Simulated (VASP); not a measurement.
PbF2, 3 atoms in the cell. The structure is cubic, space group Fm-3m (No. 225). Conventional cell: a = 5.940 Å, b = 5.940 Å, c = 5.940 Å, α = 90.00°, β = 90.00°, γ = 90.00°. Within 3.4 Å of Pb (site symmetry m-3m) lie 8 F at 2.57 Å. F (site symmetry -43m) has 4 Pb at 2.57 Å and 6 F at 2.97 Å within 3.4 Å. 

```yaml
Program: VASP 6.6.1
Task: single point
Functional: PBE
Potentials_or_basis: VASP PAW PBE potentials, release 64 (Pb_d, F)
Cutoff: 520 eV
k_mesh: 8 × 8 × 8
Occupations: gaussian, width 0.05 eV
Spin: no spin polarisation
Dipole_correction: no
Further_INCAR_settings: ALGO = Normal; EDIFF = 1e-06; NBANDS = 21
```

Potentials or basis: VASP PAW PBE potentials, release 64 (Pb_d, F).

Run with:

```sh
$ cat potpaw_PBE.64/Pb_d/POTCAR potpaw_PBE.64/F/POTCAR > POTCAR
$ mpirun -np 1 vasp_std > vasp.out
```

Hardware: 1 thread of Intel(R) Xeon(R) Platinum 8259CL CPU @ 2.50GHz (Skylake/Cascade Lake) (shared host).

Question: How long does it take, and how much memory?

Answer: It took 19 s on 1 thread of Intel(R) Xeon(R) Platinum 8259CL CPU @ 2.50GHz (Skylake/Cascade Lake), with other jobs on the host, peak memory 0.19 GiB. Counts: scf iterations 14, k points 29.
